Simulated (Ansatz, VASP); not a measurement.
# One calculation of PbS, two programs

Contents of INCAR:

```
SYSTEM = PbS
ALGO = Normal ; EDIFF = 1E-7
EDIFFG = -0.01 ; ENCUT = 500
GGA = CA ; GGA_COMPAT = .False.
IBRION = 2 ; ISIF = 3
ISMEAR = 0 ; LASPH = .True.
LCHARG = .False. ; LREAL = .False.
LWAVE = .False. ; NELM = 120
NELMIN = 4 ; NSW = 80
PREC = Accurate ; SIGMA = 0.01
```

KPOINTS

```
k-points
0
Gamma
  5 5 3
  0 0 0
```

POSCAR

```
PbS
1.0
    2.0569418400     -3.5658292700      0.0000000000
    2.0569418400      3.5658292700      0.0000000000
    0.0000000000      0.0000000000      7.5599447400
Pb S
2 2
Direct
    0.0010316600      0.9989683400      0.4867318100
    0.9989683400      0.0010316600      0.9867318100
    0.6671454800      0.3328545200      0.6924681900
    0.3328545200      0.6671454800      0.1924681900
```

Input for Ansatz:

```yaml
crystal:
  lattice:
    - [2.05694184, -3.56582927, 0.0]
    - [2.05694184, 3.56582927, 0.0]
    - [0.0, 0.0, 7.55994474]
  atoms:
    - { symbol: Pb, position: [0.00103166, 0.99896834, 0.48673181] }
    - { symbol: Pb, position: [0.99896834, 0.00103166, 0.98673181] }
    - { symbol: S, position: [0.66714548, 0.33285452, 0.69246819] }
    - { symbol: S, position: [0.33285452, 0.66714548, 0.19246819] }
kpoints:
  mp_grid:
    grid: [5, 5, 3]
    shift: [0.0, 0.0, 0.0]
hamiltonian:
  xc: lda
  dispersion: none
scf:
  occupations:
    method: fixed
relax:
  cell: {}
```

Alike in both runs: task relaxation of cell and atoms; functional LDA; k mesh 5 × 5 × 3; no spin polarisation.

|  | VASP | Ansatz |
| --- | --- | --- |
| version | VASP 6.6.1 | Ansatz 0.2.0 |
| potentials or method | VASP PAW LDA potentials, release 64 (Pb_d, S) | plane waves, PAW |
| plane-wave cutoff (eV) | 500 | 420 |
| occupations | gaussian, width 0.01 eV | fixed |
| valence electrons in the cell | 40 | 40 |

```csv
,VASP,Ansatz,Ansatz less VASP
relaxed volume (Å³/atom),25.43,25.39,-0.043
relaxed cell length with the largest relative difference (Å),7.241,7.221,-0.0201
```

LDA's correlation is that of Perdew and Zunger in VASP and of Perdew and Wang (1992) in Ansatz. Ansatz's warnings: metallic iterate.

Spin-orbit coupling is off throughout.
